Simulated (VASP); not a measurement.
Here is a VASP 6.6.1 calculation.

Contents of INCAR:

```
ALGO = Normal ; EDIFF = 1E-6
ENCUT = 520 ; GGA = PS
ISIF = 2 ; ISMEAR = 0
LASPH = True ; LCHARG = True
LELF = True ; LREAL = False
LVHAR = True ; LWAVE = False
NBANDS = 48 ; NELM = 100
PREC = Accurate ; SIGMA = 0.02
```

The input KPOINTS:

```
k-points
0
Gamma
  6 6 6
```

The input POSCAR:

```
Li7NbO6
1.0
    2.6706762872      1.5419156733      4.7108531666
   -2.6706762872      1.5419156733      4.7108531666
    0.0000000000     -3.0838313466      4.7108531666
Li Nb O
7 1 6
Direct
    0.4909585645      0.7274513835      0.1272701286
    0.2319842820      0.9296699636      0.4895626386
    0.9296699636      0.4895626386      0.2319842820
    0.6578636924      0.6578636924      0.6578636924
    0.1272701286      0.4909585645      0.7274513835
    0.7274513835      0.1272701286      0.4909585645
    0.4895626386      0.2319842820      0.9296699636
   -0.0004130944     -0.0004130944     -0.0004130944
    0.6319841528      0.8838463235      0.2365358291
    0.0688716376      0.7909750964      0.3843574016
    0.7909750964      0.3843574016      0.0688716376
    0.2365358291      0.6319841528      0.8838463235
    0.8838463235      0.2365358291      0.6319841528
    0.3843574016      0.0688716376      0.7909750964
```

Potentials or basis: VASP PAW PBE potentials, release 64 (Li_sv, Nb_sv, O).

Run with:

```sh
$ cat potpaw_PBE.64/Li_sv/POTCAR potpaw_PBE.64/Nb_sv/POTCAR potpaw_PBE.64/O/POTCAR > POTCAR
$ mpirun -np 1 vasp_std > vasp.out
```

Question: What does it give for the largest force?

Answer: 0.063 eV/Å.

Question: Estimate the band gap on the k mesh.

Answer: 3.92 eV (least direct gap 4.19 eV).

Forces on the atoms (eV/Å):
```
Li  -0.006 -0.009 -0.001
Li  -0.006  0.013  0.001
Li   0.014 -0.001  0.001
Li   0.000  0.000  0.021
Li   0.011 -0.001 -0.001
Li  -0.005  0.010 -0.001
Li  -0.008 -0.012  0.001
Nb   0.000  0.000 -0.002
O    0.019  0.022  0.043
O   -0.017  0.036 -0.050
O    0.039 -0.003 -0.050
O   -0.029  0.006  0.043
O    0.009 -0.028  0.043
O   -0.023 -0.032 -0.050
```

Caveat: the PAW data sets were made with another functional, which shifts forces and pressure a little. A k mesh can miss the band edges.
